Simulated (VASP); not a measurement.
# TaN (P-6m2) in VASP: notebook, part 2 of 2

VASP 6.6.1.

## Step 5: Single point, r2SCAN (volume scaled by 1.06)

POSCAR reads:

```
TaN
1.0
    2.9956224723      0.0000000000      0.0000000000
   -1.4978112361      2.5942851611      0.0000000000
    0.0000000000      0.0000000000      2.9395437670
Ta N
1 1
Direct
    0.0000000000      0.0000000000      0.5000000000
    0.6666666667      0.3333333333      0.0000000000
```

INCAR.step1 reads:

```
SYSTEM = TaN
  ALGO = Normal
  EDIFF = 1E-5
  ENCUT = 660
  GGA = PE
  GGA_COMPAT = .FALSE.
  ISMEAR = -1
  LASPH = .TRUE.
  LCHARG = .FALSE.
  LREAL = .FALSE.
  LWAVE = .TRUE.
  NBANDS = 15
  NELM = 120
  PREC = Accurate
  SIGMA = 0.05
```

INCAR.step2 reads:

```
SYSTEM = TaN
  ALGO = Normal
  EDIFF = 1E-6
  ENCUT = 660
  GGA_COMPAT = .FALSE.
  ISIF = 2
  ISMEAR = -1
  ISTART = 1
  LASPH = .TRUE.
  LCHARG = .FALSE.
  LMIXTAU = .TRUE.
  LREAL = .FALSE.
  LWAVE = .FALSE.
  METAGGA = R2SCAN
  NBANDS = 15
  NELM = 120
  PREC = Accurate
  SIGMA = 0.05
```

KPOINTS reads:

```
k-points
0
G
  10 10 9
  0 0 0
```

Potentials or basis: VASP PAW PBE potentials, release 64 (Ta_pv, N).

Command:

```console
$ cat potpaw_PBE.64/Ta_pv/POTCAR potpaw_PBE.64/N/POTCAR > POTCAR
$ cp INCAR.step1 INCAR
$ mpirun -np 1 vasp_std > vasp.out
$ cp INCAR.step2 INCAR
$ mpirun -np 1 vasp_std > vasp.out
```

OUTCAR:

```text
SYSTEM = TaN
   EDIFF = 1E-6
   ENCUT = 660
   ISIF = 2
   ISMEAR = -1
   ISTART = 1
   LASPH = .TRUE.
   LREAL = .FALSE.
   METAGGA = R2SCAN
   NELM = 120
   PREC = Accurate

 ion  position               nearest neighbor table
   1  0.000  0.000  0.500-   2 2.27   2 2.27   2 2.27   2 2.27   2 2.27   2 2.27
   2  0.667  0.333  0.000-   1 2.27   1 2.27   1 2.27   1 2.27   1 2.27   1 2.27

  LATTYP: Found a hexagonal cell.
 ALAT       =     2.9956224723
 C/A-ratio  =     0.9812797821

  Lattice vectors:

 A1 = (   2.9956224723,   0.0000000000,   0.0000000000)
 A2 = (  -1.4978112361,   2.5942851611,   0.0000000000)
 A3 = (   0.0000000000,   0.0000000000,   2.9395437670)

Analysis of symmetry for initial positions (statically):
=====================================================================
 Subroutine PRICEL returns:
 Original cell was already a primitive cell.

 Routine SETGRP: Setting up the symmetry group for a
 hexagonal supercell.

 Subroutine GETGRP returns: Found 12 space group operations
 (whereof 12 operations were pure point group operations)
 out of a pool of 24 trial point group operations.

The static configuration has the point symmetry D_3h.

Analysis of symmetry for dynamics (positions and initial velocities):
=====================================================================
 Subroutine PRICEL returns:
 Original cell was already a primitive cell.

 Routine SETGRP: Setting up the symmetry group for a
 hexagonal supercell.

 Subroutine GETGRP returns: Found 12 space group operations
 (whereof 12 operations were pure point group operations)
 out of a pool of 24 trial point group operations.

The dynamic configuration has the point symmetry D_3h.

 Subroutine INISYM returns: Found 12 space group operations
 (whereof 12 operations are pure point group operations),
 and found     1 'primitive' translations

----------------------------------------------------------------------------------------

                                     Primitive cell

  volume of cell :      22.8447
[... 114 lines left out ...]
   METAGGA = R2SCAN    functional components
   LHFCALC =     F    Hartree Fock is set to
   AEXX    =    0.0000 exact exchange contribution
   IVDW    =     0    specifies the selected vdW correction
   LEPSILON=     F    determine dielectric tensor
   LRPA    =     F    only Hartree local field effects (RPA)
 non-spin polarized calculation
  energy-cutoff  :      660.00
  volume of cell :       22.84
 maximum number of plane-waves:       894
 NGX is ok and might be reduce to    28
   NGX = 13   NGY = 13   NGZ = 13

 number of electron      16.0000000 magnetization

 Free energy of the ion-electron system (eV)
  ---------------------------------------------------
  ext. energy  EPLUGINS =         0.00000000
  ---------------------------------------------------
  free energy    TOTEN  =       -60.32942177 eV

  energy without entropy =      -60.32911732  energy(sigma->0) =      -60.32926955

 E-fermi :   7.6962     XC(G=0): -13.9878

 val. band max:        7.5739392729   @ k =   0.0000   0.0000   0.4444
 cond. band min:       7.8880340759   @ k =   0.0000   0.0000   0.3333
 fundamental gap:      0.3140948030
 Fermi energy:         7.6961625718

 k-point     1 :       0.0000    0.0000    0.0000
  band No.  band energies     occupation
      1     -28.7016      2.00000
      2     -28.4680      2.00000
      3     -28.4680      2.00000
      4     -10.7410      2.00000
      5       3.0534      2.00000
      6       3.0534      2.00000
      7       3.4833      2.00000
      8       4.5569      2.00000
      9       9.6595      0.00000
     10      11.0977      0.00000
     11      11.0977      0.00000
     12      11.5170      0.00000
     13      11.5170      0.00000
     14      17.9904      0.00000
[... 401 lines left out ...]
      2     -28.7039      2.00000
      3     -28.6664      2.00000
      4      -8.6800      2.00000
      5      -0.3838      2.00000
      6       2.2543      2.00000
      7       3.4022      2.00000
      8       5.3553      2.00000
      9      10.1705      0.00000
     10      11.0863      0.00000
     11      11.9782      0.00000
     12      13.2834      0.00000
     13      16.4352      0.00000
     14      17.9775      0.00000
     15      19.3959      0.00000

 [... further k-points ...]
[... 5 lines left out ...]
  --------------------------------------------------------------------------------------
  -------------------------------------------------------------------------------------
  Total       -2.4264375     -2.4264375     -2.6095370     -0.0000000     -0.0000000      0.0000000
  in kB     -170.1746923   -170.1746923   -183.0161061     -0.0000000     -0.0000000      0.0000000
  external PRESSURE =    -174.4551636 kB  Pullay stress =       0.0000000 kB

 VOLUME and BASIS-vectors are now :
 -----------------------------------------------------------------------------
  energy-cutoff  :      660.00
  volume of cell :       22.84
      direct lattice vectors                 reciprocal lattice vectors
     2.995622472  0.000000000  0.000000000     0.333820436  0.192731319  0.000000000
    -1.497811236  2.594285161  0.000000000     0.000000000  0.385462637  0.000000000
     0.000000000  0.000000000  2.939543767     0.000000000  0.000000000  0.340188845

 POSITION                                       TOTAL-FORCE (eV/Angst)
 -----------------------------------------------------------------------------------
      0.00000      0.00000      1.46977         0.000000     -0.000000      0.000000
      1.49781      0.86476      0.00000        -0.000000      0.000000      0.000000
 -----------------------------------------------------------------------------------
    total drift:                               -0.000000      0.000000      0.000000

  FREE ENERGIE OF THE ION-ELECTRON SYSTEM (eV)
  ---------------------------------------------------
  free  energy   TOTEN  =       -60.3294217731 eV

  energy  without entropy=      -60.3291173184  energy(sigma->0) =      -60.32926955
```

OSZICAR.step1:

```text
N       E                     dE             d eps       ncg     rms          rms(c)
DAV:   1     0.109449360115E+03    0.10945E+03   -0.10235E+04  2100   0.132E+03
DAV:   2    -0.211192593171E+02   -0.13057E+03   -0.12333E+03  2513   0.347E+02
DAV:   3    -0.249986439839E+02   -0.38794E+01   -0.38464E+01  2408   0.584E+01
DAV:   4    -0.250185167726E+02   -0.19873E-01   -0.19866E-01  2716   0.450E+00
DAV:   5    -0.250186474737E+02   -0.13070E-03   -0.13070E-03  2464   0.355E-01    0.209E+01
DAV:   6    -0.225301102969E+02    0.24885E+01   -0.41532E+00  2745   0.250E+01    0.848E+00
DAV:   7    -0.224424331875E+02    0.87677E-01   -0.60739E-01  2443   0.673E+00    0.621E+00
DAV:   8    -0.224208464820E+02    0.21587E-01   -0.21010E-01  2625   0.400E+00    0.166E+00
DAV:   9    -0.224111114850E+02    0.97350E-02   -0.21688E-02  2436   0.128E+00    0.217E-01
DAV:  10    -0.224111908046E+02   -0.79320E-04   -0.12471E-03  2527   0.372E-01    0.128E-01
DAV:  11    -0.224111327745E+02    0.58030E-04   -0.76476E-05  2548   0.949E-02    0.237E-02
DAV:  12    -0.224111309626E+02    0.18119E-05   -0.89364E-06  1646   0.256E-02
   1 F= -.22411131E+02 E0= -.22410946E+02  d E =-.370442E-03
```

Wall time 2.5 min (1 thread of Intel Xeon Platinum 8259CL at 2.50GHz (Skylake/Cascade Lake), shared host); peak memory 0.19 GiB.

Results:

```
Free energy            : -60.3294 eV
Pressure               : -17.4 GPa
Band gap on the k mesh : zero (band 8 reaches 7.89 eV, above the bottom of band 9 at 7.57 eV)
```

Stress tensor (GPa, compression positive):
```
-17.02   0.00   0.00
  0.00 -17.02   0.00
  0.00   0.00 -18.30
```

Caveat: the PAW data sets were made with another functional, which shifts forces and pressure a little; spin-orbit coupling is left out, which moves the levels of the heavy elements.

## Step 6: The runs side by side

| level | potentials or basis | cell | k mesh | cutoff (eV) | second run | grid for exact exchange (PRECFOCK) | share of exact exchange | screening parameter | gap on the mesh (eV) | pressure (GPa) |
| --- | --- | --- | --- | --- | --- | --- | --- | --- | --- | --- |
| r2SCAN | VASP PAW PBE potentials, release 64 (Ta_sv_GW, N) | a = 2.938, b = 2.938, c = 2.883 Å, angles 90.0, 90.0, 120.0°, 2 atoms | 10 × 10 × 9 | 660 | valence_matched | - | - | - | none | -0.3 |
| PBE-based screened hybrid | VASP PAW PBE potentials, release 64 (Ta_pv, N) | a = 2.938, b = 2.938, c = 2.883 Å, angles 90.0, 90.0, 120.0°, 2 atoms | 5 × 5 × 5 | 520 | - | Normal | 0.25 | 0.2 1/Å | none | -4.4 |
| r2SCAN | VASP PAW PBE potentials, release 64 (Ta_pv, N) | a = 2.938, b = 2.938, c = 2.883 Å, angles 90.0, 90.0, 120.0°, 2 atoms | 10 × 10 × 9 | 660 | - | - | - | - | none | 1.4 |
| r2SCAN | VASP PAW PBE potentials, release 64 (Ta_pv, N) | a = 2.996, b = 2.996, c = 2.940 Å, angles 90.0, 90.0, 120.0°, 2 atoms | 10 × 10 × 9 | 660 | - | - | - | - | none | -17.4 |

Alike in all rows: task single point; no spin polarisation; smearing fermi-dirac 0.05 eV.

Caveats: some runs use coarse meshes; the PAW data sets were made with another functional, which shifts forces and pressure a little; spin-orbit coupling is left out, which moves the levels of the heavy elements.

Absolute energies hang on the potentials; compare differences alone.
